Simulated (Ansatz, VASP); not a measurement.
# MgTl in VASP and in Ansatz

```
Mg Tl
1.0
     3.61060    0.00000    0.00000
     0.00000    3.61060    0.00000
     0.00000    0.00000    3.61060
Mg Tl
1 1
Direct
  0.00000 0.00000 0.00000
  0.50000 0.50000 0.50000
```

Change from the starting cell: volume scaled by 0.98, crystal datasets.

Alike in both runs: task electric field gradients; functional LDA; k mesh 9 × 9 × 9; occupations fermi-dirac, width 0.05 eV; no spin polarisation.

```csv
,VASP,Ansatz
version,VASP 6.6.1,Ansatz 0.2.0
potentials or method,"VASP PAW LDA potentials, release 64 (Mg, Tl_d), cutoff 520 eV","all-electron PAW with datasets made for the crystal, scalar-relativistic"
```

```tsv
	VASP	Ansatz	Ansatz less VASP
pressure (GPa)	-2.0	-1.7	+0.28
```

LDA's correlation is that of Perdew and Zunger in VASP and of Perdew and Wang (1992) in Ansatz. Ansatz ran all-electron here, and VASP with PAW potentials.

Spin-orbit coupling is off throughout.
